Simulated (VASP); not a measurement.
# Ir5Ru (P-3m1) in VASP: single point with PBE

Aim: the single point of Ir5Ru with PBE.

All numbers are computed with VASP 6.6.1; they aren't measurements. Logs are shortened: lines on timing, memory, paths and dates and some standing lists are left out, and cuts for length are marked.

## 1. The cell of the first run

It takes space group P-3m1 (No. 164, trigonal). The conventional cell has a = 2.727 Å, b = 2.727 Å, c = 13.389 Å, α = 90.00°, β = 90.00°, γ = 120.00°. Within 3.6 Å of Ru (site symmetry -3m) lie 6 Ir at 2.70 Å and 6 Ru at 2.73 Å. Within 3.6 Å of Ir (site symmetry 3m) lie 12 Ir at 2.73 to 2.76 Å. Ir (site symmetry 3m) has 3 Ru at 2.70 Å and 9 Ir at 2.73 to 2.76 Å within 3.6 Å. Ir (site symmetry -3m) has 12 Ir at 2.73 Å within 3.6 Å.

## 2. Single point, PBE

Input file INCAR:

```
SYSTEM = Ir5Ru
PREC     = Accurate       ! precision mode
ENCUT    = 520            ! plane-wave cutoff, eV
EDIFF    = 1E-6           ! SCF threshold, eV
ISMEAR   = 0              ! smearing method
SIGMA    = 0.1            ! smearing width, eV
LREAL    = .FALSE.        ! projectors in reciprocal space
LASPH    = .TRUE.         ! aspherical terms in the spheres
NELM     = 100            ! most SCF steps
ALGO     = Fast           ! electronic algorithm
ISIF     = 2              ! what is computed and relaxed
LWAVE    = .FALSE.        ! write WAVECAR
LCHARG   = .FALSE.        ! write CHGCAR
GGA      = PE             ! functional
NBANDS   = 38             ! bands
```

Input file KPOINTS:

```
regular mesh
0
G
  18 18 4
  0 0 0
```

Input file POSCAR:

```
Ir5Ru
1.0
    2.7274461087      0.0000000000      0.0000000000
   -1.3637230544      2.3620376176      0.0000000000
    0.0000000000      0.0000000000     13.3892051241
Ru Ir
1 5
Direct
    0.0000000000      0.0000000000      0.5000000000
    0.3333333333      0.6666666667      0.8331111331
    0.6666666667      0.3333333333      0.6638261868
    0.3333333333      0.6666666667      0.3361738132
    0.6666666667      0.3333333333      0.1668888669
    0.0000000000      0.0000000000      0.0000000000
```

Potentials or basis: VASP PAW PBE potentials, release 64 (Ru_pv, Ir).

Launch:

```console
$ cat potpaw_PBE.64/Ru_pv/POTCAR potpaw_PBE.64/Ir/POTCAR > POTCAR
$ mpirun -np 1 vasp_std > vasp.out
```

OUTCAR:

```text
SYSTEM = Ir5Ru
   PREC = Accurate
   ENCUT = 520
   EDIFF = 1E-6
   ISMEAR = 0
   LREAL = .FALSE.
   LASPH = .TRUE.
   NELM = 100
   ISIF = 2
   GGA = PE

 ion  position               nearest neighbor table
   1  0.000  0.000  0.500-   3 2.70   4 2.70   3 2.70   4 2.70   3 2.70   4 2.70
   2  0.333  0.667  0.833-   6 2.73   6 2.73   6 2.73   3 2.76   3 2.76   3 2.76
   3  0.667  0.333  0.664-   1 2.70   1 2.70   1 2.70   2 2.76   2 2.76   2 2.76
   4  0.333  0.667  0.336-   1 2.70   1 2.70   1 2.70   5 2.76   5 2.76   5 2.76
   5  0.667  0.333  0.167-   6 2.73   6 2.73   6 2.73   4 2.76   4 2.76   4 2.76
   6  0.000  0.000  0.000-   2 2.73   5 2.73   5 2.73   2 2.73   5 2.73   2 2.73

  LATTYP: Found a hexagonal cell.
 ALAT       =     2.7274461087
 C/A-ratio  =     4.9090631274

  Lattice vectors:

 A1 = (   2.7274461087,   0.0000000000,   0.0000000000)
 A2 = (  -1.3637230544,   2.3620376176,   0.0000000000)
 A3 = (   0.0000000000,   0.0000000000,  13.3892051241)

Analysis of symmetry for initial positions (statically):
=====================================================================
 Subroutine PRICEL returns:
 Original cell was already a primitive cell.

 Routine SETGRP: Setting up the symmetry group for a
 hexagonal supercell.

 Subroutine GETGRP returns: Found 12 space group operations
 (whereof 12 operations were pure point group operations)
 out of a pool of 24 trial point group operations.

The static configuration has the point symmetry D_3d.

Analysis of symmetry for dynamics (positions and initial velocities):
=====================================================================
 Subroutine PRICEL returns:
 Original cell was already a primitive cell.

 Routine SETGRP: Setting up the symmetry group for a
 hexagonal supercell.

 Subroutine GETGRP returns: Found 12 space group operations
 (whereof 12 operations were pure point group operations)
 out of a pool of 24 trial point group operations.

The dynamic configuration has the point symmetry D_3d.

 Subroutine INISYM returns: Found 12 space group operations
 (whereof 12 operations are pure point group operations),
 and found     1 'primitive' translations

----------------------------------------------------------------------------------------

                                     Primitive cell

  volume of cell :      86.2577

  direct lattice vectors                    reciprocal lattice vectors
     2.727446109  0.000000000  0.000000000     0.366643358  0.211681641  0.000000000
    -1.363723054  2.362037618  0.000000000     0.000000000  0.423363283  0.000000000
[... 100 lines left out ...]
   ISYM   =      2    0-nonsym 1-usesym 2-fastsym
   POTIM  = 0.5000    time-step for ionic-motion
   TEBEG  =    0.0;   TEEND  =   0.0 temperature during run
   PSTRESS=    0.0 pullay stress
   NELECT =      59.0000    total number of electrons
   NUPDOWN=      -1.0000    fix difference up-down
   EMIN   =  10.00;   EMAX   =-10.00  energy-range for DOS
   EFERMI =   0.00;   METHOD = LEGACY
   ISMEAR =     0;   SIGMA  =   0.10  broadening in eV -4-tet -1-fermi 0-gaus
   EFERMI_NEDOS =   21; number of points for ismear=-14 and -15
   IALGO  =     68    algorithm
   IMIX   =      4    mixing-type and parameters
     AMIX     =   0.40;   BMIX     =  1.00
     AMIX_MAG =   1.60;   BMIX_MAG =  1.00
  volume/ion in A,a.u.               =      14.38        97.02
  Fermi-wavevector in a.u.,A,eV,Ry     =   1.442424  2.725786 28.308100  2.080587
  Thomas-Fermi vector in A             =   2.560946
   LORBIT       =      0    0 simple, 1 ext, 2 COOP (PROOUT), +10 PAW based schemes
   GGA     = PE    functional components
   LHFCALC =     F    Hartree Fock is set to
   AEXX    =    0.0000 exact exchange contribution
   IVDW    =     0    specifies the selected vdW correction
   LEPSILON=     F    determine dielectric tensor
   LRPA    =     F    only Hartree local field effects (RPA)
 non-spin polarized calculation
 RMM-DIIS sequential band-by-band and
 Gauss-broadening in eV      SIGMA  =   0.10
  energy-cutoff  :      520.00
  volume of cell :       86.26
 maximum number of plane-waves:      2350
   NGX = 11   NGY = 11   NGZ = 49

 number of electron      58.9999996 magnetization

 Free energy of the ion-electron system (eV)
  ---------------------------------------------------
  ext. energy  EPLUGINS =         0.00000000
  ---------------------------------------------------
  free energy    TOTEN  =       -53.56056820 eV

  energy without entropy =      -53.53514683  energy(sigma->0) =      -53.54785751

 E-fermi :  10.3739     XC(G=0): -13.8731

 val. band max:       10.3737414123   @ k =   0.4444   0.1111   0.2500
 cond. band min:      10.3763144778   @ k =   0.2778   0.1111   0.0000
 fundamental gap:      0.0025730656
 Fermi energy:        10.3739236889

 k-point     1 :       0.0000    0.0000    0.0000
  band No.  band energies     occupation
      1     -32.7768      2.00000
      2     -32.3117      2.00000
      3     -32.3117      2.00000
      4      -0.2692      2.00000
      5       0.7278      2.00000
      6       1.2633      2.00000
[... 973 lines left out ...]
     37      14.4596      0.00000
     38      15.4395      0.00000

 [... further k-points ...]

------------------------ aborting loop because EDIFF is reached ----------------------------------------

  FORCE on cell =-STRESS in cart. coord.  units (eV):
  Direction    XX          YY          ZZ          XY          YZ          ZX
  --------------------------------------------------------------------------------------
  -------------------------------------------------------------------------------------
  Total        0.2270223      0.2270223      0.2104511     -0.0000000     -0.0000000      0.0000000
  in kB        4.2167827      4.2167827      3.9089851     -0.0000000     -0.0000000      0.0000000
  external PRESSURE =       4.1141835 kB  Pullay stress =       0.0000000 kB

 VOLUME and BASIS-vectors are now :
 -----------------------------------------------------------------------------
  energy-cutoff  :      520.00
  volume of cell :       86.26
      direct lattice vectors                 reciprocal lattice vectors
     2.727446109  0.000000000  0.000000000     0.366643358  0.211681641  0.000000000
    -1.363723054  2.362037618  0.000000000     0.000000000  0.423363283  0.000000000
     0.000000000  0.000000000 13.389205124     0.000000000  0.000000000  0.074687033

 POSITION                                       TOTAL-FORCE (eV/Angst)
 -----------------------------------------------------------------------------------
      0.00000      0.00000      6.69460         0.000000      0.000000      0.000000
     -0.00000      1.57469     11.15470        -0.000000      0.000000      0.001860
      1.36372      0.78735      8.88810         0.000000      0.000000     -0.019423
     -0.00000      1.57469      4.50110        -0.000000     -0.000000      0.019423
      1.36372      0.78735      2.23451         0.000000      0.000000     -0.001860
      0.00000      0.00000      0.00000         0.000000      0.000000      0.000000
 -----------------------------------------------------------------------------------
    total drift:                               -0.000000      0.000000      0.000000

  FREE ENERGIE OF THE ION-ELECTRON SYSTEM (eV)
  ---------------------------------------------------
  free  energy   TOTEN  =       -53.5605682021 eV

  energy  without entropy=      -53.5351468272  energy(sigma->0) =      -53.54785751
```

Run time: 6.9 min. Hardware: 1 thread of Intel Xeon Platinum 8124M at 3.00GHz (Skylake/Cascade Lake), shared host; peak memory 0.47 GiB.

What came out:

| Item | Value |
| --- | --- |
| Free energy | -53.5606 eV |
| Pressure | 0.4 GPa |
| Largest force | 0.019 eV/Å |

Forces in eV/Å, atoms in the order of the input:
```
Ru   0.000  0.000  0.000
Ir   0.000  0.000  0.002
Ir   0.000  0.000 -0.019
Ir   0.000  0.000  0.019
Ir   0.000  0.000 -0.002
Ir   0.000  0.000  0.000
```

Levels at points of the mesh, in eV from the Fermi level:
```
           k point  band 25  band 26  band 27  band 28  band 29  band 30  band 31  band 32  band 33  band 34
(0.00, 0.00, 0.00)    -2.62    -2.62    -1.21    -1.21    -1.20    -1.20    -0.79    -0.79    -0.38    -0.16
(0.50, 0.00, 0.00)    -0.33     0.92     0.98     1.00     1.05     1.09     1.21     1.37     1.56     1.65
(0.00, 0.00, 0.50)    -2.61    -1.56    -1.22    -1.21    -1.21    -0.96    -0.96    -0.88    -0.88    -0.61
(0.50, 0.00, 0.50)    -0.11     0.47     0.75     0.93     1.04     1.10     1.22     1.31     1.60     2.05
```

Caveat: spin-orbit coupling is left out, which moves the levels of the heavy elements.
